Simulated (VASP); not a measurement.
# ZnSe (F-43m) in VASP: further runs

ZnSe is run at these levels: PBEsol; tasks: single point, relaxation of cell and atoms.

Program: VASP 6.6.1. These are calculated values, not measurements. Logs are shortened: lines on timing, memory, paths and dates and some standing lists are left out, and cuts for length are marked.

### 1 The cell of the first run

The structure is cubic, space group F-43m (No. 216). The conventional cell has a = 5.633 Å, b = 5.633 Å, c = 5.633 Å, α = 90.00°, β = 90.00°, γ = 90.00°. Within 3.2 Å of Zn (site symmetry -43m) lie 4 Se at 2.44 Å. Within 3.2 Å of Se (site symmetry -43m) lie 4 Zn at 2.44 Å.

### 2 Single point, PBEsol

INCAR reads:

```
PREC     = Accurate       # precision mode
ENCUT    = 500            # plane-wave cutoff, eV
EDIFF    = 1E-6           # SCF threshold, eV
ISMEAR   = 0              # smearing method
SIGMA    = 0.02           # smearing width, eV
LREAL    = False          # projectors in reciprocal space
LASPH    = True           # aspherical terms in the spheres
NELM     = 120            # most SCF steps
ALGO     = Normal         # electronic algorithm
ISIF     = 2              # what is computed and relaxed
LWAVE    = False          # write WAVECAR
LCHARG   = False          # write CHGCAR
GGA      = PS             # functional
NBANDS   = 16             # bands
GGA_COMPAT= False
```

KPOINTS reads:

```
regular mesh
0
Gamma
  8 8 8
```

POSCAR reads:

```
ZnSe
1.0
    0.0000000000      2.8166622668      2.8166622668
    2.8166622668      0.0000000000      2.8166622668
    2.8166622668      2.8166622668      0.0000000000
Zn Se
1 1
Direct
    0.0000000000      0.0000000000      0.0000000000
    0.2500000000      0.2500000000      0.2500000000
```

Potentials or basis: VASP PAW PBE potentials, release 64 (Zn, Se).

Launch:

```bash
cat potpaw_PBE.64/Zn/POTCAR potpaw_PBE.64/Se/POTCAR > POTCAR
mpirun -np 1 vasp_std > vasp.out
```

OUTCAR:

```text
PREC = Accurate
   ENCUT = 500
   EDIFF = 1E-6
   ISMEAR = 0
   LREAL = False
   LASPH = True
   NELM = 120
   ISIF = 2
   GGA = PS

 ion  position               nearest neighbor table
   1  0.000  0.000  0.000-   2 2.44   2 2.44   2 2.44   2 2.44
   2  0.250  0.250  0.250-   1 2.44   1 2.44   1 2.44   1 2.44

  LATTYP: Found a face centered cubic cell.
 ALAT       =     5.6333245336

  Lattice vectors:

 A1 = (   0.0000000000,   2.8166622668,   2.8166622668)
 A2 = (   2.8166622668,   0.0000000000,   2.8166622668)
 A3 = (   2.8166622668,   2.8166622668,   0.0000000000)

Analysis of symmetry for initial positions (statically):
=====================================================================
 Subroutine PRICEL returns:
 Original cell was already a primitive cell.

 Routine SETGRP: Setting up the symmetry group for a
 face centered cubic supercell.

 Subroutine GETGRP returns: Found 24 space group operations
 (whereof 24 operations were pure point group operations)
 out of a pool of 48 trial point group operations.

The static configuration has the point symmetry T_d .

Analysis of symmetry for dynamics (positions and initial velocities):
=====================================================================
 Subroutine PRICEL returns:
 Original cell was already a primitive cell.

 Routine SETGRP: Setting up the symmetry group for a
 face centered cubic supercell.

 Subroutine GETGRP returns: Found 24 space group operations
 (whereof 24 operations were pure point group operations)
 out of a pool of 48 trial point group operations.

The dynamic configuration has the point symmetry T_d .

 Subroutine INISYM returns: Found 24 space group operations
 (whereof 24 operations are pure point group operations),
 and found     1 'primitive' translations

----------------------------------------------------------------------------------------

                                     Primitive cell

  volume of cell :      44.6925

  direct lattice vectors                    reciprocal lattice vectors
     0.000000000  2.816662267  2.816662267    -0.177515070  0.177515070  0.177515070
     2.816662267  0.000000000  2.816662267     0.177515070 -0.177515070  0.177515070
     2.816662267  2.816662267  0.000000000     0.177515070  0.177515070 -0.177515070

  length of vectors
     3.983361978  3.983361978  3.983361978     0.307465121  0.307465121  0.307465121

[... 72 lines left out ...]
   ISTART =      0    job   : 0-new  1-cont  2-samecut
   ICHARG =      2    charge: 1-file 2-atom 10-const
   ISPIN  =      1    spin polarized calculation?
   LNONCOLLINEAR =      F non collinear calculations
   LSORBIT =      F    spin-orbit coupling
   LASPH  =      T    aspherical Exc in radial PAW
   ENCUT  =  500.0 eV  36.75 Ry    6.06 a.u.   7.26  7.26  7.26*2*pi/ulx,y,z
   NELM   =    120;   NELMIN=  2; NELMDL= -5     # of ELM steps
   EDIFF  = 0.1E-05   stopping-criterion for ELM
   LREAL  =      F    real-space projection
[... 7 lines left out ...]
   TEBEG  =    0.0;   TEEND  =   0.0 temperature during run
   PSTRESS=    0.0 pullay stress
   NELECT =      18.0000    total number of electrons
   NUPDOWN=      -1.0000    fix difference up-down
   EMIN   =  10.00;   EMAX   =-10.00  energy-range for DOS
   EFERMI =   0.00;   METHOD = LEGACY
   ISMEAR =     0;   SIGMA  =   0.02  broadening in eV -4-tet -1-fermi 0-gaus
   EFERMI_NEDOS =   21; number of points for ismear=-14 and -15
   IALGO  =     38    algorithm
   IMIX   =      4    mixing-type and parameters
     AMIX     =   0.40;   BMIX     =  1.00
     AMIX_MAG =   1.60;   BMIX_MAG =  1.00
  volume/ion in A,a.u.               =      22.35       150.80
  Fermi-wavevector in a.u.,A,eV,Ry     =   1.208985  2.284650 19.886882  1.461645
  Thomas-Fermi vector in A             =   2.344576
   LORBIT       =      0    0 simple, 1 ext, 2 COOP (PROOUT), +10 PAW based schemes
   GGA     = PS    functional components
   LHFCALC =     F    Hartree Fock is set to
   AEXX    =    0.0000 exact exchange contribution
   IVDW    =     0    specifies the selected vdW correction
   LEPSILON=     F    determine dielectric tensor
   LRPA    =     F    only Hartree local field effects (RPA)
 non-spin polarized calculation
 Gauss-broadening in eV      SIGMA  =   0.02
  energy-cutoff  :      500.00
  volume of cell :       44.69
 maximum number of plane-waves:      1158
 NGX is ok and might be reduce to    30
   NGX = 15   NGY = 15   NGZ = 15

 number of electron      17.9999998 magnetization

 Free energy of the ion-electron system (eV)
  ---------------------------------------------------
  ext. energy  EPLUGINS =         0.00000000
  ---------------------------------------------------
  free energy    TOTEN  =        -6.77302707 eV

  energy without entropy =       -6.77302707  energy(sigma->0) =       -6.77302707

 E-fermi :   1.7758     XC(G=0):  -9.6093

 val. band max:        1.6456664724   @ k =   0.0000   0.0000   0.0000
 cond. band min:       2.8888290590   @ k =   0.0000   0.0000   0.0000
 fundamental gap:      1.2431625867
 Fermi energy:         1.7758188639

 k-point     1 :       0.0000    0.0000    0.0000
  band No.  band energies     occupation
      1     -11.7595      2.00000
      2      -4.9793      2.00000
      3      -4.9793      2.00000
      4      -4.9793      2.00000
      5      -4.5909      2.00000
      6      -4.5909      2.00000
[... 433 lines left out ...]
      3      -4.8329      2.00000
      4      -4.6277      2.00000
      5      -4.5841      2.00000
      6      -4.3730      2.00000
[... 8 lines left out ...]
     15      14.3328      0.00000
     16      15.1853      0.00000

 [... further k-points ...]

------------------------ aborting loop because EDIFF is reached ----------------------------------------

  FORCE on cell =-STRESS in cart. coord.  units (eV):
  Direction    XX          YY          ZZ          XY          YZ          ZX
  --------------------------------------------------------------------------------------
  -------------------------------------------------------------------------------------
  Total        0.0747297      0.0747297      0.0747297      0.0000000      0.0000000     -0.0000000
  in kB        2.6789790      2.6789790      2.6789790      0.0000000      0.0000000     -0.0000000
  external PRESSURE =       2.6789790 kB  Pullay stress =       0.0000000 kB

 VOLUME and BASIS-vectors are now :
 -----------------------------------------------------------------------------
  energy-cutoff  :      500.00
  volume of cell :       44.69
      direct lattice vectors                 reciprocal lattice vectors
     0.000000000  2.816662267  2.816662267    -0.177515070  0.177515070  0.177515070
     2.816662267  0.000000000  2.816662267     0.177515070 -0.177515070  0.177515070
     2.816662267  2.816662267  0.000000000     0.177515070  0.177515070 -0.177515070

 POSITION                                       TOTAL-FORCE (eV/Angst)
 -----------------------------------------------------------------------------------
      0.00000      0.00000      0.00000        -0.000000     -0.000000     -0.000000
      1.40833      1.40833      1.40833         0.000000      0.000000      0.000000
 -----------------------------------------------------------------------------------
    total drift:                               -0.000000     -0.000000      0.000000

  FREE ENERGIE OF THE ION-ELECTRON SYSTEM (eV)
  ---------------------------------------------------
  free  energy   TOTEN  =        -6.7730270707 eV

  energy  without entropy=       -6.7730270707  energy(sigma->0) =       -6.77302707
```

OSZICAR:

```text
N       E                     dE             d eps       ncg     rms          rms(c)
DAV:   1     0.816272872449E+02    0.81627E+02   -0.85875E+03   928   0.126E+03
DAV:   2    -0.178291647704E+01   -0.83410E+02   -0.78087E+02  1040   0.244E+02
DAV:   3    -0.703665777156E+01   -0.52537E+01   -0.52333E+01  1128   0.594E+01
DAV:   4    -0.707792171942E+01   -0.41264E-01   -0.41260E-01  1160   0.568E+00
DAV:   5    -0.707810279056E+01   -0.18107E-03   -0.18107E-03  1184   0.343E-01    0.482E+00
DAV:   6    -0.679530687872E+01    0.28280E+00   -0.62923E-01  1232   0.273E+01    0.375E+00
DAV:   7    -0.677585295234E+01    0.19454E-01   -0.16720E-01  1096   0.385E+00    0.163E+00
DAV:   8    -0.677318693888E+01    0.26660E-02   -0.39606E-03  1248   0.674E-01    0.432E-01
DAV:   9    -0.677298251531E+01    0.20442E-03   -0.84023E-04  1096   0.305E-01    0.643E-02
DAV:  10    -0.677303859618E+01   -0.56081E-04   -0.21093E-04  1264   0.174E-01    0.217E-02
DAV:  11    -0.677302679131E+01    0.11805E-04   -0.36438E-05  1288   0.830E-02    0.422E-03
DAV:  12    -0.677302707073E+01   -0.27943E-06   -0.56888E-06  1144   0.160E-02
   1 F= -.67730271E+01 E0= -.67730271E+01  d E =-.268107E-22
```

Wall time 18 s (1 thread of Intel Xeon Platinum 8488C (Sapphire Rapids), shared host); peak memory 0.17 GiB.

What came out:

* Free energy: -6.7730 eV
* Pressure: 0.3 GPa
* Band gap on the k mesh: 1.24 eV

Levels at points of the mesh, in eV from the valence-band top:
| k point | band 5 | band 6 | band 7 | band 8 | band 9 | band 10 | band 11 | band 12 | band 13 | band 14 |
| --- | --- | --- | --- | --- | --- | --- | --- | --- | --- | --- |
| (0.00, 0.00, 0.00) | -6.24 | -6.24 | 0.00 | 0.00 | 0.00 | 1.24 | 5.73 | 5.73 | 5.73 | 9.81 |
| (0.50, 0.00, 0.00) | -6.22 | -6.07 | -5.40 | -0.90 | -0.90 | 2.48 | 6.30 | 6.30 | 8.45 | 10.90 |
| (0.50, 0.50, 0.00) | -6.19 | -6.05 | -4.87 | -2.28 | -2.28 | 2.80 | 3.37 | 10.74 | 11.30 | 11.30 |

Caveat: the PAW data sets were made with another functional, which shifts forces and pressure a little.

### 3 Single point, PBEsol

INCAR reads:

```
SYSTEM = ZnSe
PREC = Accurate
ENCUT = 500
EDIFF = 1E-6
ISMEAR = 0
SIGMA = 0.01
LREAL = .False.
LASPH = .True.
NELM = 120
ALGO = Normal
ISIF = 2
LWAVE = .False.
LCHARG = .False.
GGA = PS
NBANDS = 16
GGA_COMPAT = .False.
```

KPOINTS reads:

```
regular mesh
0
Gamma
  8 8 8
  0 0 0
```

POSCAR is that of step 2.

Potentials or basis: VASP PAW PBE potentials, release 64 (Zn, Se).

Launch:

```bash
cat potpaw_PBE.64/Zn/POTCAR potpaw_PBE.64/Se/POTCAR > POTCAR
mpirun -np 1 vasp_std > vasp.out
```

Wall time 20 s (1 thread of Intel Xeon Platinum 8488C (Sapphire Rapids), shared host); peak memory 0.17 GiB.

The run converged. Its results:

```yaml
Free_energy: -6.7730 eV
Pressure: 0.3 GPa
Band_gap_on_the_k_mesh: 1.24 eV
```

Levels at points of the mesh, in eV from the valence-band top:
```
           k point  band 5  band 6  band 7  band 8  band 9  band 10  band 11  band 12  band 13  band 14
(0.00, 0.00, 0.00)   -6.24   -6.24    0.00    0.00    0.00     1.24     5.73     5.73     5.73     9.81
(0.50, 0.00, 0.00)   -6.22   -6.07   -5.40   -0.90   -0.90     2.48     6.30     6.30     8.45    10.90
(0.50, 0.50, 0.00)   -6.19   -6.05   -4.87   -2.28   -2.28     2.80     3.37    10.74    11.30    11.30
```

Caveat: the PAW data sets were made with another functional, which shifts forces and pressure a little.

### 4 Relaxation of cell and atoms, PBEsol

This run uses another cell than the first one, of 22.76 Å³/atom.

INCAR reads:

```
PREC = Accurate
ENCUT = 500
EDIFF = 1E-7
ISMEAR = 0
SIGMA = 0.02
LREAL = False
LASPH = True
NELM = 120
ALGO = Normal
ISIF = 3
LWAVE = False
LCHARG = False
GGA = PS
IBRION = 2
NSW = 100
EDIFFG = -0.002
GGA_COMPAT = False
NELMIN = 4
```

KPOINTS reads:

```
Automatic mesh
0
Gamma
  8 8 8
```

POSCAR reads:

```
ZnSe
1.0
    0.0000000000      2.8340000000      2.8340000000
    2.8340000000      0.0000000000      2.8340000000
    2.8340000000      2.8340000000      0.0000000000
Zn Se
1 1
Direct
    0.0000000000      0.0000000000      0.0000000000
    0.2500000000      0.2500000000      0.2500000000
```

Launch:

```bash
cat potpaw_PBE.64/Zn/POTCAR potpaw_PBE.64/Se/POTCAR > POTCAR
mpirun -np 1 vasp_std > vasp.out
```

Run time: 43 s. Hardware: 1 thread of Intel Xeon Platinum 8488C (Sapphire Rapids), shared host; peak memory 0.17 GiB.

It converged, with:

```yaml
Free_energy: -6.7732 eV
Relaxed_volume: 22.44 Å³/atom
Relaxed_cell: a = 3.989 Å, b = 3.989 Å, c = 3.989 Å, α = 60.00°, β = 60.00°, γ = 60.00°
Space_group_after_relaxing_to_0.1_Å: F-43m (No. 216)
Energy_gained_by_relaxing: 0.9 meV/atom
Ionic_steps: 3
Pressure_after_relaxing: 0.0 GPa
Band_gap_on_the_k_mesh: 1.23 eV
```

The path:
```tsv
step	energy change (eV)	largest force (eV/Å)	pressure (GPa)	volume (Å³)
1	0.0000	0.0000	-0.90	45.52
2	-0.0017	0.0000	0.29	44.69
3	-0.0018	0.0000	0.00	44.88
```

Final structure:
```
Zn Se
1.0
     0.00000    2.82057    2.82057
     2.82057    0.00000    2.82057
     2.82057    2.82057    0.00000
Zn Se
1 1
Direct
  0.00000 0.00000 0.00000
  0.25000 0.25000 0.25000
```

Levels at points of the mesh, in eV from the valence-band top:
| k point | band 6 | band 7 | band 8 | band 9 | band 10 | band 11 | band 12 | band 13 |
| --- | --- | --- | --- | --- | --- | --- | --- | --- |
| (0.00, 0.00, 0.00) | -6.22 | 0.00 | 0.00 | 0.00 | 1.23 | 5.73 | 5.73 | 5.73 |
| (0.50, 0.00, 0.00) | -6.06 | -5.37 | -0.90 | -0.90 | 2.47 | 6.30 | 6.30 | 8.44 |
| (0.50, 0.50, 0.00) | -6.04 | -4.85 | -2.26 | -2.26 | 2.81 | 3.37 | 10.71 | 11.27 |

Caveat: the PAW data sets were made with another functional, which shifts forces and pressure a little.

### 5 Summary

```tsv
task	cell	smearing	gap on the mesh (eV)	pressure (GPa)
single point	a = 3.983 Å, angles 60.0°, 2 atoms	gaussian 0.02 eV	1.24	0.3
single point	a = 3.983 Å, angles 60.0°, 2 atoms	gaussian 0.01 eV	1.24	0.3
relaxation of cell and atoms	relaxed from a = 4.008 Å, angles 60.0°, 2 atoms	gaussian 0.02 eV	1.23	0.0
```

Alike in all rows: level PBEsol; potentials or basis VASP PAW PBE potentials, release 64 (Zn, Se); no spin polarisation; k mesh 8 × 8 × 8; cutoff (eV) 500.

Caveats: the PAW data sets were made with another functional, which shifts forces and pressure a little.

Total energies depend on the potentials used, so only differences within one code and one set of settings carry meaning.
